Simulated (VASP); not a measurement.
Here is a VASP 6.6.1 calculation.

POSCAR

```
ScIr
1.0
    3.1626682586      0.0000000000      0.0000000000
    0.0000000000      3.1626682586      0.0000000000
    0.0000000000      0.0000000000      3.1626682586
Sc Ir
1 1
Direct
    0.0000000000      0.0000000000      0.0000000000
    0.5000000000      0.5000000000      0.5000000000
```

INCAR.step1

```
ALGO = Normal
EDIFF = 1E-4
ENCUT = 520
GGA = PE
GGA_COMPAT = F
ISMEAR = 0
LASPH = T
LCHARG = F
LMAXMIX = 4
LREAL = F
LSORBIT = T
LWAVE = T
MAGMOM = 0 0 0 0 0 0
NBANDS = 32
NELM = 150
PREC = Accurate
SIGMA = 0.05
```

Contents of INCAR.step2:

```
ALGO = Normal
EDIFF = 1E-6
ENCUT = 520
GGA_COMPAT = F
ISIF = 2
ISMEAR = 0
ISTART = 1
LASPH = T
LCHARG = F
LMAXMIX = 4
LMIXTAU = T
LORBIT = 11
LORBMOM = T
LREAL = F
LSORBIT = T
LWAVE = F
MAGMOM = 0 0 0 0 0 0
METAGGA = R2SCAN
NBANDS = 32
NELM = 150
PREC = Accurate
SIGMA = 0.05
```

File KPOINTS:

```
k-points
0
Gamma
  6 6 6
```

Potentials or basis: VASP PAW PBE potentials, release 64 (Sc_sv, Ir).

Run with:

```sh
$ cat potpaw_PBE.64/Sc_sv/POTCAR potpaw_PBE.64/Ir/POTCAR > POTCAR
$ cp INCAR.step1 INCAR
$ mpirun -np 1 vasp_ncl > vasp.out
$ cp INCAR.step2 INCAR
$ mpirun -np 1 vasp_ncl > vasp.out
```

Task: Predict the pressure.

Result: 11.0 GPa.

Task: Predict the net moment.

Result: 0.00 μB per cell.

Moments on the atoms (μB; x, y, z):
```
Sc  0.00 0.00 0.00
Ir  0.00 0.00 0.00
```

Caveat: the cell stands under pressure; the PAW data sets were made with another functional, which shifts forces and pressure a little.
